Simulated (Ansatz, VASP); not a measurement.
**One calculation of CsSnI3, two programs**

POSCAR

```
CsSnI3
1.0
    6.2057000000      0.0000000000      0.0000000000
    0.0000000000      6.2057000000      0.0000000000
    0.0000000000      0.0000000000      6.2057000000
Cs I Sn
1 3 1
Direct
    0.0000000000      0.0000000000      0.0000000000
    0.5000000000      0.5000000000      0.0000000000
    0.5000000000      0.0000000000      0.5000000000
    0.0000000000      0.5000000000      0.5000000000
    0.5000000000      0.5000000000      0.5000000000
```

The input INCAR.step1:

```
SYSTEM = CsSnI3
PREC = Accurate
ENCUT = 520
ISMEAR = 0
SIGMA = 0.01
LREAL = .False.
LASPH = .True.
NELM = 80
NBANDS = 30
GGA = PE
ALGO = Normal
EDIFF = 1E-4
LWAVE = .True.
LCHARG = .False.
```

File INCAR.step2:

```
SYSTEM = CsSnI3
PREC = Accurate
ENCUT = 520
EDIFF = 1E-6
ISMEAR = 0
SIGMA = 0.01
LREAL = .False.
LASPH = .True.
NELM = 80
ALGO = Normal
ISIF = 2
LWAVE = .False.
LCHARG = .True.
METAGGA = R2SCAN
LMIXTAU = .True.
LELF = .True.
LVHAR = .True.
NBANDS = 30
ISTART = 1
```

File KPOINTS:

```
Automatic mesh
0
Gamma
  4 4 4
  0 0 0
```

The input input.yaml:

```yaml
crystal:
  lattice:
    - [6.2057, 0.0, 0.0]
    - [0.0, 6.2057, 0.0]
    - [0.0, 0.0, 6.2057]
  atoms:
    - { symbol: Cs, position: [0.0, 0.0, 0.0] }
    - { symbol: I, position: [0.5, 0.5, 0.0] }
    - { symbol: I, position: [0.5, 0.0, 0.5] }
    - { symbol: I, position: [0.0, 0.5, 0.5] }
    - { symbol: Sn, position: [0.5, 0.5, 0.5] }
kpoints:
  mp_grid: { grid: [4, 4, 4] }
  band_path:
    path: [[0.0, 0.0, 0.0], [0.0, 0.5, 0.0], [0.5, 0.5, 0.0], [0.5, 0.5, 0.5]]
    npoints: 1
hamiltonian:
  xc: r2scan
scf:
  occupations: { method: fixed }
  n_extra_bands: 5
output:
  forces: true
  stress: true
  eigenvalues: true
```

Alike in both runs: functional r2SCAN; k mesh 4 × 4 × 4; no spin polarisation.

|  | VASP | Ansatz |
| --- | --- | --- |
| version | VASP 6.6.1 | Ansatz 0.2.0 |
| potentials or method | VASP PAW PBE potentials, release 64 (Cs_sv, I, Sn_d) | Ansatz PAW |
| plane-wave cutoff (eV) | 520 | 500 |
| occupations | gaussian, width 0.01 eV | fixed |
| valence electrons in the cell | 44 | 74 |
| task | single point | band structure |

```tsv
	VASP	Ansatz	Ansatz less VASP
gap on the k mesh at the Fermi level (eV)	0.42	0.42	+0.001
least direct gap on the mesh (eV)	0.42	0.42	+0.001
pressure (GPa)	0.3	0.3	+0.01
```

VASP's potentials were made for PBE, not for r2SCAN. VASP's potentials hold 44 valence electrons a cell and Ansatz's 74, so a difference there can come from the potentials and not from the codes.

Neither program's run includes spin-orbit coupling.
